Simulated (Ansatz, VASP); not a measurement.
**Hf in VASP and in Ansatz**

Contents of INCAR:

```
PREC = Accurate
ENCUT = 520
EDIFF = 1E-7
ISMEAR = -1
SIGMA = 0.08
LREAL = F
LASPH = T
NELM = 80
ALGO = Normal
ISIF = 2
LWAVE = F
LCHARG = F
GGA = PS
NBANDS = 11
```

File KPOINTS:

```
Automatic mesh
0
Gamma
  16 16 16
```

File POSCAR:

```
Hf
1.0
   -1.7869500000      1.7869500000      1.8050000000
    1.7869500000     -1.7869500000      1.8050000000
    1.7869500000      1.7869500000     -1.8050000000
Hf
1
Direct
    0.0000000000      0.0000000000      0.0000000000
```

Input for Ansatz:

```yaml
crystal:
  lattice:
    - [-1.78695, 1.78695, 1.805]
    - [1.78695, -1.78695, 1.805]
    - [1.78695, 1.78695, -1.805]
  atoms:
    - { symbol: Hf, position: [0.0, 0.0, 0.0] }
kpoints:
  mp_grid: { grid: [16, 16, 16] }
  band_path:
    path:
      - [0.0, 0.0, 0.0]
      - [0.0, 0.0, 0.5]
      - [0.25, 0.25, 0.25]
      - [0.0, 0.5, 0.0]
      - [0.0, 0.0, 0.0]
      - [0.5, 0.5, -0.5]
      - [0.495025, 0.504975, -0.495025]
      - [-0.495025, 0.495025, 0.495025]
      - [0.0, 0.0, 0.0]
    npoints: 5
scf:
  occupations: { method: fermi_dirac, width: 0.08 }
hamiltonian:
  xc: pbesol
  pseudopotentials: { kind: all_electron, lapw: { basis_error: 0.001 } }
output:
  forces: true
  stress: true
  eigenvalues: true
```

Change from the starting cell: equal xx and yy strain of -1 %.

Alike in both runs: task single point; functional PBEsol; k mesh 16 × 16 × 16; occupations fermi-dirac, width 0.08 eV; no spin polarisation.

|  | VASP | Ansatz |
| --- | --- | --- |
| version | VASP 6.6.1 | Ansatz 0.2.0 |
| potentials or method | VASP PAW PBE potentials, release 64 (Hf_pv), cutoff 520 eV | all-electron LAPW, scalar-relativistic |

|  | VASP | Ansatz | Ansatz less VASP |
| --- | --- | --- | --- |
| pressure (GPa) | -7.7 | -7.3 | +0.32 |
| traceless stress, the component that is largest in VASP (GPa) | 0.27 | 0.26 | -0.010 |

VASP's potentials were made for PBE, not for PBEsol. Ansatz ran all-electron here, and VASP with PAW potentials.

Neither program's run includes spin-orbit coupling.
